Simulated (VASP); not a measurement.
Wanted: the native input for a VASP 6.6.1 run.

| Quantity | Value |
| --- | --- |
| Task | single point |
| Functional | r2SCAN |
| Potentials or basis | VASP PAW PBE potentials, release 64 (Al) |
| Cutoff | 520 eV |
| k mesh | 20 × 20 × 20 |
| Occupations | gaussian, width 0.15 eV |
| Spin | no spin polarisation |
| Dipole correction | no |
| Further INCAR settings | ALGO = Normal; EDIFF = 1e-07; NBANDS = 8 |

Al:

```
Al
1.0
    -1.54348    1.54348    1.63896
     1.54348   -1.54348    1.63896
     1.54348    1.54348   -1.63896
Al
1
Cartesian
  0.0000 0.0000 0.0000
```

This cell differs from its parent crystal: strain -0.030 along x and y, +0.030 along z.

One way to write it, as run:

POSCAR

```
Al
1.0
   -1.5434821293      1.5434821293      1.6389552507
    1.5434821293     -1.5434821293      1.6389552507
    1.5434821293      1.5434821293     -1.6389552507
Al
1
Direct
    0.0000000000      0.0000000000      0.0000000000
```

INCAR.step1

```
SYSTEM = Al
PREC = Accurate ; ENCUT = 520
ISMEAR = 0 ; SIGMA = 0.15
LREAL = .False. ; LASPH = .True.
NELM = 100 ; NBANDS = 8
GGA = PE ; ALGO = Normal
EDIFF = 1E-4 ; LWAVE = .True.
LCHARG = .False.
```

INCAR.step2

```
SYSTEM = Al
PREC = Accurate ; ENCUT = 520
EDIFF = 1E-7 ; ISMEAR = 0
SIGMA = 0.15 ; LREAL = .False.
LASPH = .True. ; NELM = 100
ALGO = Normal ; ISIF = 2
LWAVE = .False. ; LCHARG = .True.
METAGGA = R2SCAN ; LMIXTAU = .True.
LELF = .True. ; LVHAR = .True.
NBANDS = 8 ; ISTART = 1
```

KPOINTS

```
Automatic mesh
0
Gamma
  20 20 20
  0 0 0
```

Potentials or basis: VASP PAW PBE potentials, release 64 (Al).

Command:

```sh
$ cat potpaw_PBE.64/Al/POTCAR > POTCAR
$ cp INCAR.step1 INCAR
$ mpirun -np 1 vasp_std > vasp.out
$ cp INCAR.step2 INCAR
$ mpirun -np 1 vasp_std > vasp.out
```

Results of the run:

```yaml
Pressure: 2.9 GPa
```

Caveat: the cell differs from its parent crystal (strain -0.030 along x and y, +0.030 along z); the PAW data sets were made with another functional, which shifts forces and pressure a little.

Run time: 2.8 min on 1 thread of Intel(R) Xeon(R) Platinum 8488C (Sapphire Rapids) (shared host), peak memory 0.17 GiB.
